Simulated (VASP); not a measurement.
# Sr2V (P6/mmm) in VASP: notebook

Runs on Sr2V. Level: PBE. Tasks: single point, relaxation of cell and atoms.

All numbers are computed with VASP 6.6.1; they aren't measurements. Logs are shortened: lines on timing, memory, paths and dates and some standing lists are left out, and cuts for length are marked.

### 1 The cell of the first run

The structure is hexagonal, space group P6/mmm (No. 191). The conventional cell has a = 5.923 Å, b = 5.923 Å, c = 3.475 Å, α = 90.00°, β = 90.00°, γ = 120.00°. Within 4.5 Å of Sr (site symmetry -6m2) lie 5 Sr at 3.42 to 3.47 Å and 6 V at 3.84 Å. Within 4.6 Å of V (site symmetry 6/mmm) lie 2 V at 3.47 Å and 12 Sr at 3.84 Å.

The cell was generated, and may not be a known phase.

### 2 Single point, PBE, collinear spin, ferromagnetic start

The input, INCAR:

```
ALGO = Normal
EDIFF = 1E-7
ENCUT = 520
GGA = PE
ISIF = 2
ISMEAR = 0
ISPIN = 2
LASPH = True
LCHARG = False
LMAXMIX = 4
LORBIT = 11
LREAL = False
LWAVE = False
MAGMOM = 0 0 3.58
NBANDS = 28
NELM = 150
PREC = Accurate
SIGMA = 0.1
```

The input, KPOINTS:

```
k-points
0
Gamma
  3 3 6
```

The input, POSCAR:

```
Sr2V
1.0
    5.9229366961      0.0000000000      0.0000000000
   -2.9614683480      5.1294136438      0.0000000000
    0.0000000000      0.0000000000      3.4748680230
Sr V
2 1
Direct
    0.3333333333      0.6666666667      0.5000000000
    0.6666666667      0.3333333333      0.5000000000
    0.0000000000      0.0000000000      0.0000000000
```

Potentials or basis: VASP PAW PBE potentials, release 64 (Sr_sv, V_sv).

Started as:

```
$ cat potpaw_PBE.64/Sr_sv/POTCAR potpaw_PBE.64/V_sv/POTCAR > POTCAR
$ mpirun -np 1 vasp_std > vasp.out
```

OUTCAR:

```text
EDIFF = 1E-7
   ENCUT = 520
   GGA = PE
   ISIF = 2
   ISMEAR = 0
   ISPIN = 2
   LASPH = True
   LORBIT = 11
   LREAL = False
   NELM = 150
   PREC = Accurate

 ion  position               nearest neighbor table
   1  0.333  0.667  0.500-   2 3.42   2 3.42   2 3.42   3 3.84   3 3.84   3 3.84   3 3.84   3 3.84
                             3 3.84   2 4.88   2 4.88   2 4.88   2 4.88   2 4.88   2 4.88
   2  0.667  0.333  0.500-   1 3.42   1 3.42   1 3.42   3 3.84   3 3.84   3 3.84   3 3.84   3 3.84
                             3 3.84   1 4.88   1 4.88   1 4.88   1 4.88   1 4.88   1 4.88
   3  0.000  0.000  0.000-   1 3.84   2 3.84   1 3.84   2 3.84   1 3.84   1 3.84   2 3.84   2 3.84
                             2 3.84   2 3.84   1 3.84   1 3.84

  LATTYP: Found a hexagonal cell.
 ALAT       =     5.9229366961
 C/A-ratio  =     0.5866799193

  Lattice vectors:

 A1 = (   5.9229366961,   0.0000000000,   0.0000000000)
 A2 = (  -2.9614683480,   5.1294136438,   0.0000000000)
 A3 = (   0.0000000000,   0.0000000000,   3.4748680230)

Analysis of symmetry for initial positions (statically):
=====================================================================
 Subroutine PRICEL returns:
 Original cell was already a primitive cell.

 Routine SETGRP: Setting up the symmetry group for a
 hexagonal supercell.

 Subroutine GETGRP returns: Found 24 space group operations
 (whereof 24 operations were pure point group operations)
 out of a pool of 24 trial point group operations.

The static configuration has the point symmetry D_6h.

Analysis of symmetry for dynamics (positions and initial velocities):
=====================================================================
 Subroutine PRICEL returns:
 Original cell was already a primitive cell.

 Routine SETGRP: Setting up the symmetry group for a
 hexagonal supercell.

 Subroutine GETGRP returns: Found 24 space group operations
 (whereof 24 operations were pure point group operations)
 out of a pool of 24 trial point group operations.

The dynamic configuration has the point symmetry D_6h.

Analysis of structural, dynamic, and magnetic symmetry:
=====================================================================
 Subroutine PRICEL returns:
 Original cell was already a primitive cell.

 Routine SETGRP: Setting up the symmetry group for a
 hexagonal supercell.

 Subroutine GETGRP returns: Found 24 space group operations
 (whereof 24 operations were pure point group operations)
 out of a pool of 24 trial point group operations.

The overall configuration has the point symmetry D_6h.

 Subroutine INISYM returns: Found 24 space group operations
 (whereof 24 operations are pure point group operations),
 and found     1 'primitive' translations

----------------------------------------------------------------------------------------

                                     Primitive cell

  volume of cell :     105.5706

  direct lattice vectors                    reciprocal lattice vectors
     5.922936696  0.000000000  0.000000000     0.168835166  0.097477029  0.000000000
    -2.961468348  5.129413644  0.000000000     0.000000000  0.194954057  0.000000000
     0.000000000  0.000000000  3.474868023     0.000000000  0.000000000  0.287780714

  length of vectors
     5.922936696  5.922936696  3.474868023     0.194954057  0.194954057  0.287780714

  position of ions in fractional coordinates (direct lattice)
     0.333333333  0.666666667  0.500000000
     0.666666667  0.333333333  0.500000000
     0.000000000  0.000000000  0.000000000

  ion indices of the primitive-cell ions
   primitive index   ion index
                 1           1
                 2           2
                 3           3

----------------------------------------------------------------------------------------

 KPOINTS: k-points

Automatic generation of k-mesh.
 Grid dimensions read from file:
 generate k-points for:    3    3    6

 Generating k-lattice:

  Cartesian coordinates                     Fractional coordinates (reciprocal lattice)
     0.056278389  0.032492343  0.000000000     0.333333333 -0.000000000  0.000000000
     0.000000000  0.064984686  0.000000000     0.000000000  0.333333333  0.000000000
     0.000000000  0.000000000  0.047963452     0.000000000  0.000000000  0.166666667

  Length of vectors
     0.064984686  0.064984686  0.047963452

  Shift w.r.t. Gamma in fractional coordinates (k-lattice)
     0.000000000  0.000000000  0.000000000

 Subroutine IBZKPT returns following result:
 ===========================================

 Found     12 irreducible k-points:

 Following reciprocal coordinates:
            Coordinates               Weight
  0.000000  0.000000  0.000000      1.000000
  0.333333 -0.000000  0.000000      6.000000
  0.333333  0.333333  0.000000      2.000000
  0.000000  0.000000  0.166667      2.000000
  0.333333 -0.000000  0.166667     12.000000
  0.333333  0.333333  0.166667      4.000000
  0.000000  0.000000  0.333333      2.000000
  0.333333 -0.000000  0.333333     12.000000
  0.333333  0.333333  0.333333      4.000000
  0.000000  0.000000  0.500000      1.000000
  0.333333 -0.000000  0.500000      6.000000
  0.333333  0.333333  0.500000      2.000000
   k-points           NKPTS =     12   k-points in BZ     NKDIM =     12   number of bands    NBANDS=     28
   number of dos      NEDOS =    301   number of ions     NIONS =      3
   total plane-waves  NPLWV =  64512
   dimension x,y,z NGX =    48 NGY =   48 NGZ =   28
   dimension x,y,z NGXF=    96 NGYF=   96 NGZF=   56
   ions per type =               2   1
   NGX,Y,Z   is equivalent  to a cutoff of  13.47, 13.47, 13.40 a.u.
   NGXF,Y,Z  is equivalent  to a cutoff of  26.95, 26.95, 26.79 a.u.
 SYSTEM =  unknown system
   PREC   = accura    normal or accurate (medium, high low for compatibility)
   ISTART =      0    job   : 0-new  1-cont  2-samecut
   ICHARG =      2    charge: 1-file 2-atom 10-const
   ISPIN  =      2    spin polarized calculation?
   LNONCOLLINEAR =      F non collinear calculations
   LSORBIT =      F    spin-orbit coupling
   LASPH  =      T    aspherical Exc in radial PAW
   ENCUT  =  520.0 eV  38.22 Ry    6.18 a.u.  11.01 11.01  6.46*2*pi/ulx,y,z
   NELM   =    150;   NELMIN=  2; NELMDL= -5     # of ELM steps
   EDIFF  = 0.1E-06   stopping-criterion for ELM
   LREAL  =      F    real-space projection
   EDIFFG = 0.1E-05   stopping-criterion for IOM
   NSW    =      0    number of steps for IOM
   IBRION =     -1    ionic relax: 0-MD 1-quasi-New 2-CG
   NFREE  =      0    steps in history (QN), initial steepest desc. (CG)
   ISIF   =      2    stress and relaxation
   ISYM   =      2    0-nonsym 1-usesym 2-fastsym
   POTIM  = 0.5000    time-step for ionic-motion
   TEBEG  =    0.0;   TEEND  =   0.0 temperature during run
   PSTRESS=    0.0 pullay stress
   NELECT =      33.0000    total number of electrons
   NUPDOWN=      -1.0000    fix difference up-down
   EMIN   =  10.00;   EMAX   =-10.00  energy-range for DOS
   EFERMI =   0.00;   METHOD = LEGACY
   ISMEAR =     0;   SIGMA  =   0.10  broadening in eV -4-tet -1-fermi 0-gaus
   EFERMI_NEDOS =   21; number of points for ismear=-14 and -15
   IALGO  =     38    algorithm
   IMIX   =      4    mixing-type and parameters
     AMIX     =   0.40;   BMIX     =  1.00
     AMIX_MAG =   1.60;   BMIX_MAG =  1.00
  volume/ion in A,a.u.               =      35.19       237.48
  Fermi-wavevector in a.u.,A,eV,Ry     =   1.111045  2.099571 16.795326  1.234422
  Thomas-Fermi vector in A             =   2.247604
   LORBIT       =     11    0 simple, 1 ext, 2 COOP (PROOUT), +10 PAW based schemes
   GGA     = PE    functional components
   LHFCALC =     F    Hartree Fock is set to
   AEXX    =    0.0000 exact exchange contribution
   IVDW    =     0    specifies the selected vdW correction
   LEPSILON=     F    determine dielectric tensor
   LRPA    =     F    only Hartree local field effects (RPA)
 spin polarized calculation
 Gauss-broadening in eV      SIGMA  =   0.10
  energy-cutoff  :      520.00
  volume of cell :      105.57
 maximum number of plane-waves:      2867
 NGX is ok and might be reduce to    48
   NGX = 21   NGY = 21   NGZ = 13

 number of electron      32.9999997 magnetization       3.2946109

 Free energy of the ion-electron system (eV)
  ---------------------------------------------------
  ext. energy  EPLUGINS =         0.00000000
  ---------------------------------------------------
  free energy    TOTEN  =        -9.62126924 eV

  energy without entropy =       -9.59370259  energy(sigma->0) =       -9.60748591

 E-fermi :   2.9299     XC(G=0):  -8.6697

 val. band max:        2.9267097071   @ k =   0.0000   0.0000   0.3333
 cond. band min:       2.9332630817   @ k =   0.3333  -0.0000   0.1667
 fundamental gap:      0.0065533746
 Fermi energy:         2.9298710681

 spin component 1

 k-point     1 :       0.0000    0.0000    0.0000
  band No.  band energies     occupation
      1     -61.9959      1.00000
      2     -35.9328      1.00000
      3     -35.8119      1.00000
      4     -35.8119      1.00000
      5     -33.0980      1.00000
      6     -32.9869      1.00000
[... 20 lines left out ...]
     27       7.5997      0.00000
[... 318 lines left out ...]
      5     -32.9824      1.00000
      6     -32.9824      1.00000
[... 20 lines left out ...]
     27       7.3866      0.00000
     28       7.3866      0.00000
 Fermi energy:         2.9298710681

 spin component 2

 k-point     1 :       0.0000    0.0000    0.0000
  band No.  band energies     occupation
      1     -59.2451      1.00000
      2     -33.2672      1.00000
      3     -33.1290      1.00000
      4     -33.0502      1.00000
      5     -33.0502      1.00000
      6     -33.0167      1.00000
[... 20 lines left out ...]
     27       7.5016      0.00000
[... 319 lines left out ...]
      6     -33.0109      1.00000
[... 20 lines left out ...]
     27       8.1737      0.00000
     28       8.1738      0.00000

------------------------ aborting loop because EDIFF is reached ----------------------------------------

  FORCE on cell =-STRESS in cart. coord.  units (eV):
  Direction    XX          YY          ZZ          XY          YZ          ZX
  --------------------------------------------------------------------------------------
  -------------------------------------------------------------------------------------
  Total        0.2043498      0.2043498     -0.0308317      0.0000000      0.0000000      0.0000000
  in kB        3.1012844      3.1012844     -0.4679122      0.0000000      0.0000000      0.0000000
  external PRESSURE =       1.9115522 kB  Pullay stress =       0.0000000 kB

 VOLUME and BASIS-vectors are now :
 -----------------------------------------------------------------------------
  energy-cutoff  :      520.00
  volume of cell :      105.57
      direct lattice vectors                 reciprocal lattice vectors
     5.922936696  0.000000000  0.000000000     0.168835166  0.097477029  0.000000000
    -2.961468348  5.129413644  0.000000000     0.000000000  0.194954057  0.000000000
     0.000000000  0.000000000  3.474868023     0.000000000  0.000000000  0.287780714

 POSITION                                       TOTAL-FORCE (eV/Angst)
 -----------------------------------------------------------------------------------
     -0.00000      3.41961      1.73743        -0.000000      0.000000      0.000000
      2.96147      1.70980      1.73743         0.000000     -0.000000      0.000000
      0.00000      0.00000      0.00000        -0.000000      0.000000      0.000000
 -----------------------------------------------------------------------------------
    total drift:                               -0.000000      0.000000     -0.000000

  FREE ENERGIE OF THE ION-ELECTRON SYSTEM (eV)
  ---------------------------------------------------
  free  energy   TOTEN  =        -9.6212692359 eV

  energy  without entropy=       -9.5937025887  energy(sigma->0) =       -9.60748591

 total charge

# of ion       s       p       d       tot
------------------------------------------
    1        2.064   5.720   0.237   8.021
    2        2.064   5.720   0.237   8.021
    3        2.233   6.037   2.957  11.227
--------------------------------------------------
tot          6.361  17.478   3.430  27.270

 magnetization (x)

# of ion       s       p       d       tot
------------------------------------------
    1       -0.015   0.003  -0.034  -0.046
    2       -0.015   0.003  -0.034  -0.046
    3        0.038   0.035   2.743   2.817
--------------------------------------------------
tot          0.009   0.042   2.674   2.725
```

It took 69 s on 1 thread of AMD EPYC 9R45 (Zen 5), shared host; peak memory 0.27 GiB.

Results:

| Item | Value |
| --- | --- |
| Free energy | -9.6213 eV |
| Pressure | 0.2 GPa |
| Net moment | 3.29 μB per cell |
| Site moments | Sr -0.05; V +2.82 μB |
| Valence electrons inside the program's atomic spheres | Sr 8.02; V 11.23 |

Levels at points of the mesh, in eV from the Fermi level:
Spin up:
| k point | band 14 | band 15 | band 16 | band 17 | band 18 | band 19 | band 20 | band 21 | band 22 | band 23 |
| --- | --- | --- | --- | --- | --- | --- | --- | --- | --- | --- |
| (0.00, 0.00, 0.00) | -1.31 | -0.60 | -0.60 | -0.13 | -0.13 | 0.05 | 0.05 | 1.10 | 1.38 | 2.29 |
| (0.00, 0.00, 0.50) | -1.21 | -1.06 | -1.06 | -0.90 | -0.90 | 1.04 | 1.51 | 1.51 | 1.70 | 1.70 |
Spin down:
```tsv
k point	band 13	band 14	band 15	band 16	band 17	band 18
(0.00, 0.00, 0.00)	-3.95	0.10	0.41	0.41	0.91	0.91
(0.00, 0.00, 0.50)	-0.82	-0.51	-0.31	-0.31	0.72	0.72
```

Caveat: the k points lie up to 0.41 Å⁻¹ apart.

### 3 Single point, PBE, collinear spin, ferromagnetic start

This run uses another cell than the first one, of 21.48 Å³/atom.

The input, INCAR:

```
PREC     = Accurate       # precision mode
ENCUT    = 520            # plane-wave cutoff, eV
EDIFF    = 1E-7           # SCF threshold, eV
ISMEAR   = 0              # smearing method
SIGMA    = 0.1            # smearing width, eV
LREAL    = False          # projectors in reciprocal space
LASPH    = True           # aspherical terms in the spheres
NELM     = 150            # most SCF steps
ALGO     = Normal         # electronic algorithm
ISIF     = 2              # what is computed and relaxed
LWAVE    = False          # write WAVECAR
LCHARG   = False          # write CHGCAR
ISPIN    = 2              # spin polarisation
MAGMOM   = 0 0 2          # initial moments
LORBIT   = 11             # projections on sites
LMAXMIX  = 4              # l up to which the mixer works
GGA      = PE             # functional
NBANDS   = 28             # bands
```

The input, KPOINTS:

```
Automatic mesh
0
Gamma
  6 6 4
```

The input, POSCAR:

```
Sr2V
1.0
    4.1177526900      0.0000000000      0.0000000000
   -2.0588763500      3.5660784400      0.0000000000
    0.0000000000      0.0000000000      4.3885357300
Sr V
2 1
Direct
    0.3333333300      0.6666666700      0.5000000000
    0.6666666700      0.3333333300      0.5000000000
    0.0000000000      0.0000000000      0.0000000000
```

Potentials or basis: VASP PAW PBE potentials, release 64 (Sr_sv, V_sv).

Started as:

```
$ cat potpaw_PBE.64/Sr_sv/POTCAR potpaw_PBE.64/V_sv/POTCAR > POTCAR
$ mpirun -np 1 vasp_std > vasp.out
```

Wall time 81 s (1 thread of AMD EPYC 9R45 (Zen 5), shared host); peak memory 0.21 GiB.

Results (log left out):

| Item | Value |
| --- | --- |
| Free energy | -3.4721 eV |
| Pressure | 35.0 GPa |
| Net moment | -3.07 μB per cell |
| Site moments | Sr -0.00; V -2.49 μB |
| Valence electrons inside the program's atomic spheres | Sr 8.71; V 11.39 |

Stress tensor (GPa, compression positive):
```
50.20  0.00  0.00
 0.00 50.20  0.00
 0.00  0.00  4.74
```

Levels at points of the mesh, in eV from the Fermi level:
Spin up:
```csv
k point,band 12,band 13,band 14,band 15,band 16,band 17,band 18,band 19
"(0.00, 0.00, 0.00)",-15.92,-4.04,-1.49,1.44,1.44,1.46,1.46,1.97
"(0.50, 0.00, 0.00)",-14.80,-2.46,-1.08,-0.66,-0.32,0.91,1.24,1.55
"(0.00, 0.00, 0.50)",-15.92,-1.43,-1.28,-0.20,-0.20,1.38,1.38,1.64
"(0.50, 0.00, 0.50)",-14.79,-1.50,-1.49,-0.21,0.49,0.80,1.07,1.14
```
Spin down:
```tsv
k point	band 14	band 15	band 16	band 17	band 18	band 19	band 20	band 21	band 22	band 23
(0.00, 0.00, 0.00)	-2.07	-0.79	-0.79	-0.50	-0.50	1.93	1.93	2.57	3.40	3.40
(0.50, 0.00, 0.00)	-1.74	-1.61	-1.52	-0.69	0.08	0.41	0.50	1.15	2.63	2.78
(0.00, 0.00, 0.50)	-1.56	-1.35	-1.35	-0.72	-0.72	0.10	2.46	2.86	2.86	4.14
(0.50, 0.00, 0.50)	-1.65	-1.17	-1.00	-0.52	-0.49	0.01	0.37	0.52	2.17	4.74
```

Caveat: the stress differs along the axes, from 5 to 50 GPa.

### 4 Single point, PBE, collinear spin, ferromagnetic start

The input, INCAR:

```
PREC     = Accurate       # precision mode
ENCUT    = 520            # plane-wave cutoff, eV
EDIFF    = 1E-6           # SCF threshold, eV
ISMEAR   = 0              # smearing method
SIGMA    = 0.1            # smearing width, eV
LREAL    = F              # projectors in reciprocal space
LASPH    = T              # aspherical terms in the spheres
NELM     = 150            # most SCF steps
ALGO     = Normal         # electronic algorithm
ISIF     = 2              # what is computed and relaxed
LWAVE    = F              # write WAVECAR
LCHARG   = T              # write CHGCAR
ISPIN    = 2              # spin polarisation
MAGMOM   = 0 0 2          # initial moments
LORBIT   = 11             # projections on sites
LMAXMIX  = 4              # l up to which the mixer works
GGA      = PE             # functional
LELF     = T              # ELF
LVHAR    = T            
NBANDS   = 28             # bands
```

KPOINTS is that of step 3.

The input, POSCAR:

```
Sr2V
1.0
    5.9229366961      0.0000000042      0.0000000000
   -2.9614683516      5.1294136417      0.0000000000
    0.0000000000      0.0000000000      3.4748680230
Sr V
2 1
Direct
    0.3333333333      0.6666666667      0.5000000000
    0.6666666667      0.3333333333      0.5000000000
    0.0000000000      0.0000000000      0.0000000000
```

Started as:

```
$ cat potpaw_PBE.64/Sr_sv/POTCAR potpaw_PBE.64/V_sv/POTCAR > POTCAR
$ mpirun -np 1 vasp_std > vasp.out
```

It took 2.2 min on 1 thread of AMD EPYC 9R45 (Zen 5), shared host; peak memory 0.31 GiB.

The run converged. Its results:

| Quantity | Value |
| --- | --- |
| Free energy | -9.5859 eV |
| Pressure | 0.3 GPa |
| Net moment | 3.99 μB per cell |
| Site moments | Sr +0.02; V +2.87 μB |
| Valence electrons inside the program's atomic spheres | Sr 8.02; V 11.22 |

Stress tensor (GPa, compression positive):
```
0.29 0.00 0.00
0.00 0.29 0.00
0.00 0.00 0.39
```

Levels at points of the mesh, in eV from the Fermi level:
Spin up:
| k point | band 15 | band 16 | band 17 | band 18 | band 19 | band 20 | band 21 | band 22 |
| --- | --- | --- | --- | --- | --- | --- | --- | --- |
| (0.00, 0.00, 0.00) | -0.63 | -0.63 | -0.19 | -0.19 | 0.04 | 0.04 | 1.03 | 1.26 |
| (0.50, 0.00, 0.00) | -1.47 | -0.78 | -0.54 | 0.02 | 0.04 | 0.24 | 0.99 | 1.47 |
| (0.00, 0.00, 0.50) | -1.07 | -1.07 | -0.98 | -0.98 | 1.04 | 1.39 | 1.39 | 1.58 |
| (0.50, 0.00, 0.50) | -0.96 | -0.46 | -0.36 | -0.33 | -0.29 | 0.27 | 0.84 | 1.88 |
Spin down:
| k point | band 11 | band 12 | band 13 | band 14 | band 15 | band 16 | band 17 | band 18 | band 19 | band 20 |
| --- | --- | --- | --- | --- | --- | --- | --- | --- | --- | --- |
| (0.00, 0.00, 0.00) | -17.76 | -17.65 | -3.81 | 0.15 | 0.51 | 0.51 | 1.03 | 1.03 | 1.10 | 2.02 |
| (0.50, 0.00, 0.00) | -17.73 | -17.69 | -2.14 | -2.12 | -0.74 | 0.99 | 1.40 | 1.52 | 1.52 | 1.64 |
| (0.00, 0.00, 0.50) | -17.73 | -17.73 | -0.75 | -0.35 | -0.17 | -0.17 | 0.80 | 0.80 | 1.98 | 1.98 |
| (0.50, 0.00, 0.50) | -17.85 | -17.68 | -0.95 | -0.35 | 0.19 | 0.46 | 0.79 | 1.04 | 1.85 | 1.97 |

Caveat: the k points lie up to 0.45 Å⁻¹ apart.

(Continued in part 2 of 2.)
